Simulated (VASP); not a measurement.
# Be (P1) in VASP: further runs, part 2 of 2

VASP 6.6.1. The steps go on from the part before.

## Step 3: Single point, PBE

Contents of INCAR:

```
ALGO = Normal ; EDIFF = 1E-6
ENCUT = 520 ; GGA = PE
GGA_COMPAT = F ; ISIF = 2
ISMEAR = 1 ; LASPH = T
LCHARG = F ; LREAL = F
LWAVE = F ; NBANDS = 18
NELM = 120 ; PREC = Accurate
SIGMA = 0.05
```

Contents of KPOINTS:

```
k-points
0
Gamma
  2 2 2
```

Contents of POSCAR:

```
Be
1.0
    4.3360000000      0.0000000000      0.0000000000
    0.0000000000      3.7550000000      0.0000000000
    0.0000000000      0.0000000000      3.4160000000
Be
8
Direct
    0.3875200646      0.6407299601      0.7328594848
    0.1329195111      0.1937808256      0.6985936768
    0.1230027675      0.7919059920      0.3134165691
    0.3474956181      0.3073280959      0.2600570843
    0.8801582103      0.6972556591      0.7687406323
    0.6121639760      0.1752282290      0.7039417447
    0.6316392989      0.8381398136      0.2563056206
    0.8851003229      0.3556314248      0.2660851874
```

Potentials or basis: VASP PAW PBE potentials, release 64 (Be).

Launch:

```bash
$ cat potpaw_PBE.64/Be/POTCAR > POTCAR
$ mpirun -np 1 vasp_std > vasp.out
```

OUTCAR:

```text
EDIFF = 1E-6
   ENCUT = 520
   GGA = PE
   ISIF = 2
   ISMEAR = 1
   LASPH = T
   LREAL = F
   NELM = 120
   PREC = Accurate

 ion  position               nearest neighbor table
   1  0.388  0.641  0.733-   3 1.92   6 2.00   2 2.01   4 2.05   7 2.08   5 2.15   4 2.20   7 2.21
                             5 2.21   6 2.23   2 2.35   3 2.36
   2  0.133  0.194  0.699-   4 1.81   8 1.93   3 2.00   1 2.01   6 2.08   4 2.17   5 2.18   5 2.20
                             6 2.26   8 2.30   1 2.35
   3  0.123  0.792  0.313-   5 1.91   1 1.92   8 1.94   2 2.00   4 2.07   7 2.15   5 2.17   4 2.17
                             7 2.22   1 2.36   8 2.36
   4  0.347  0.307  0.260-   2 1.81   6 1.97   8 2.01   1 2.05   3 2.07   7 2.15   2 2.17   3 2.17
                             1 2.20   6 2.27   8 2.34   7 2.34
   5  0.880  0.697  0.769-   3 1.91   7 2.05   7 2.12   8 2.13   8 2.14   6 2.15   1 2.15   3 2.17
                             2 2.18   2 2.20   1 2.21   6 2.29
   6  0.612  0.175  0.704-   4 1.97   7 1.99   1 2.00   8 2.02   2 2.08   5 2.15   1 2.23   2 2.26
                             7 2.27   4 2.27   5 2.29   8 2.36
   7  0.632  0.838  0.256-   6 1.99   5 2.05   1 2.08   8 2.12   5 2.12   3 2.15   4 2.15   1 2.21
                             3 2.22   8 2.23   6 2.27   4 2.34
   8  0.885  0.356  0.266-   2 1.93   3 1.94   4 2.01   6 2.02   7 2.12   5 2.13   5 2.14   7 2.23
                             2 2.30   4 2.34   6 2.36   3 2.36

  LATTYP: Found a simple orthorhombic cell.
 ALAT       =     3.4160000000
 B/A-ratio  =     1.0992388759
 C/A-ratio  =     1.2693208431

  Lattice vectors:

 A1 = (   0.0000000000,   0.0000000000,  -3.4160000000)
 A2 = (   0.0000000000,   3.7550000000,   0.0000000000)
 A3 = (   4.3360000000,   0.0000000000,   0.0000000000)

Analysis of symmetry for initial positions (statically):
=====================================================================
 Subroutine PRICEL returns:
 Original cell was already a primitive cell.

 Routine SETGRP: Setting up the symmetry group for a
 simple orthorhombic supercell.

 Subroutine GETGRP returns: Found  1 space group operations
 (whereof  1 operations were pure point group operations)
 out of a pool of  8 trial point group operations.

The static configuration has the point symmetry C_1 .

Analysis of symmetry for dynamics (positions and initial velocities):
=====================================================================
 Subroutine PRICEL returns:
 Original cell was already a primitive cell.

 Routine SETGRP: Setting up the symmetry group for a
 simple orthorhombic supercell.

 Subroutine GETGRP returns: Found  1 space group operations
 (whereof  1 operations were pure point group operations)
 out of a pool of  8 trial point group operations.

The dynamic configuration has the point symmetry C_1 .

 Subroutine INISYM returns: Found  1 space group operations
 (whereof  1 operations are pure point group operations),
 and found     1 'primitive' translations

----------------------------------------------------------------------------------------

                                     Primitive cell
[... 62 lines left out ...]
  0.000000  0.500000  0.000000      1.000000
  0.500000  0.500000  0.000000      1.000000
  0.000000  0.000000  0.500000      1.000000
  0.500000  0.000000  0.500000      1.000000
  0.000000  0.500000  0.500000      1.000000
  0.500000  0.500000  0.500000      1.000000
   k-points           NKPTS =      8   k-points in BZ     NKDIM =      8   number of bands    NBANDS=     18
   number of dos      NEDOS =    301   number of ions     NIONS =      8
   total plane-waves  NPLWV =  25088
   dimension x,y,z NGX =    32 NGY =   28 NGZ =   28
   dimension x,y,z NGXF=    64 NGYF=   56 NGZF=   56
   ions per type =               8
   NGX,Y,Z   is equivalent  to a cutoff of  12.27, 12.40, 13.63 a.u.
   NGXF,Y,Z  is equivalent  to a cutoff of  24.54, 24.79, 27.25 a.u.
 SYSTEM =  unknown system
   PREC   = accura    normal or accurate (medium, high low for compatibility)
   ISTART =      0    job   : 0-new  1-cont  2-samecut
   ICHARG =      2    charge: 1-file 2-atom 10-const
   ISPIN  =      1    spin polarized calculation?
   LNONCOLLINEAR =      F non collinear calculations
   LSORBIT =      F    spin-orbit coupling
   LASPH  =      T    aspherical Exc in radial PAW
   ENCUT  =  520.0 eV  38.22 Ry    6.18 a.u.   8.06  6.98  6.35*2*pi/ulx,y,z
   NELM   =    120;   NELMIN=  2; NELMDL= -5     # of ELM steps
   EDIFF  = 0.1E-05   stopping-criterion for ELM
   LREAL  =      F    real-space projection
   EDIFFG = 0.1E-04   stopping-criterion for IOM
   NSW    =      0    number of steps for IOM
   IBRION =     -1    ionic relax: 0-MD 1-quasi-New 2-CG
   NFREE  =      0    steps in history (QN), initial steepest desc. (CG)
   ISIF   =      2    stress and relaxation
   ISYM   =      2    0-nonsym 1-usesym 2-fastsym
   POTIM  = 0.5000    time-step for ionic-motion
   TEBEG  =    0.0;   TEEND  =   0.0 temperature during run
   PSTRESS=    0.0 pullay stress
   NELECT =      16.0000    total number of electrons
   NUPDOWN=      -1.0000    fix difference up-down
   EMIN   =  10.00;   EMAX   =-10.00  energy-range for DOS
   EFERMI =   0.00;   METHOD = LEGACY
   ISMEAR =     1;   SIGMA  =   0.05  broadening in eV -4-tet -1-fermi 0-gaus
   EFERMI_NEDOS =   21; number of points for ismear=-14 and -15
   IALGO  =     38    algorithm
   IMIX   =      4    mixing-type and parameters
     AMIX     =   0.40;   BMIX     =  1.00
     AMIX_MAG =   1.60;   BMIX_MAG =  1.00
  volume/ion in A,a.u.               =       6.95        46.92
  Fermi-wavevector in a.u.,A,eV,Ry     =   1.080710  2.042246 15.890705  1.167934
  Thomas-Fermi vector in A             =   2.216708
   LORBIT       =      0    0 simple, 1 ext, 2 COOP (PROOUT), +10 PAW based schemes
   GGA     = PE    functional components
   LHFCALC =     F    Hartree Fock is set to
   AEXX    =    0.0000 exact exchange contribution
   IVDW    =     0    specifies the selected vdW correction
   LEPSILON=     F    determine dielectric tensor
   LRPA    =     F    only Hartree local field effects (RPA)
 non-spin polarized calculation
 Methfessel and Paxton  Order N= 1 SIGMA  =   0.05
  energy-cutoff  :      520.00
  volume of cell :       55.62
 maximum number of plane-waves:      1513
   NGX = 17   NGY = 13   NGZ = 13

 number of electron      16.0000000 magnetization

 Free energy of the ion-electron system (eV)
  ---------------------------------------------------
  ext. energy  EPLUGINS =         0.00000000
  ---------------------------------------------------
  free energy    TOTEN  =       -26.56465377 eV

  energy without entropy =      -26.56208203  energy(sigma->0) =      -26.56379652

 E-fermi :   8.6413     XC(G=0): -11.0074

 val. band max:        8.6256767109   @ k =   0.0000   0.0000   0.0000
 cond. band min:       8.6569575621   @ k =   0.0000   0.0000   0.0000
 fundamental gap:      0.0312808512
 Fermi energy:         8.6413171402

 k-point     1 :       0.0000    0.0000    0.0000
  band No.  band energies     occupation
      1      -3.9522      2.00000
      2       1.6058      2.00000
      3       1.7009      2.00000
      4       2.4103      2.00000
      5       3.3340      2.00000
      6       5.1453      2.00000
[... 145 lines left out ...]
      5       1.7767      2.00000
      6       1.9676      2.00000
[... 10 lines left out ...]
     17      17.3917      0.00000
     18      17.8813      0.00000

------------------------ aborting loop because EDIFF is reached ----------------------------------------

  FORCE on cell =-STRESS in cart. coord.  units (eV):
  Direction    XX          YY          ZZ          XY          YZ          ZX
  --------------------------------------------------------------------------------------
  -------------------------------------------------------------------------------------
  Total        2.0809014     13.7897635     14.3299675      0.2116521     -1.7401876     -0.5686766
  in kB       59.9439005    397.2375776    412.7990701      6.0969973    -50.1290609    -16.3816952
  external PRESSURE =     289.9935161 kB  Pullay stress =       0.0000000 kB

 VOLUME and BASIS-vectors are now :
 -----------------------------------------------------------------------------
  energy-cutoff  :      520.00
  volume of cell :       55.62
      direct lattice vectors                 reciprocal lattice vectors
     4.336000000  0.000000000  0.000000000     0.230627306  0.000000000  0.000000000
     0.000000000  3.755000000  0.000000000     0.000000000  0.266311585  0.000000000
     0.000000000  0.000000000  3.416000000     0.000000000  0.000000000  0.292740047

 POSITION                                       TOTAL-FORCE (eV/Angst)
 -----------------------------------------------------------------------------------
      1.68029      2.40594      2.50345         0.022312      0.553635      1.802125
      0.57634      0.72765      2.38640        -0.895083     -1.002729      2.730025
      0.53334      2.97361      1.07063         0.232715      1.486850     -2.356811
      1.50674      1.15402      0.88835         1.509357      1.000583     -2.656948
      3.81637      2.61819      2.62602        -0.167928     -0.992990      1.108468
      2.65434      0.65798      2.40466         0.634135     -0.748512      2.297773
      2.73879      3.14722      0.87554        -0.125304     -0.011298     -1.020907
      3.83780      1.33540      0.90895        -1.210204     -0.285539     -1.903724
 -----------------------------------------------------------------------------------
    total drift:                               -0.000031      0.000041      0.000065

  FREE ENERGIE OF THE ION-ELECTRON SYSTEM (eV)
  ---------------------------------------------------
  free  energy   TOTEN  =       -26.5646537703 eV

  energy  without entropy=      -26.5620820261  energy(sigma->0) =      -26.56379652
```

Wall time 5.2 s (1 thread of Intel Xeon Platinum 8488C (Sapphire Rapids), shared host); peak memory 0.15 GiB.

What came out:

```
Free energy            : -26.5647 eV
Pressure               : 29.0 GPa
Largest force          : 3.215 eV/Å
Band gap on the k mesh : zero (bands 8 and 9 overlap by 0.26 eV)
```

Forces in eV/Å, atoms in the order of the input:
```
Be   0.022  0.554  1.802
Be  -0.895 -1.003  2.730
Be   0.233  1.487 -2.357
Be   1.509  1.001 -2.657
Be  -0.168 -0.993  1.108
Be   0.634 -0.749  2.298
Be  -0.125 -0.011 -1.021
Be  -1.210 -0.286 -1.904
```

Caveat: the k points lie up to 0.92 Å⁻¹ apart; forces of over 1 eV/Å act on the atoms, so gaps and moduli don't describe the material at rest.
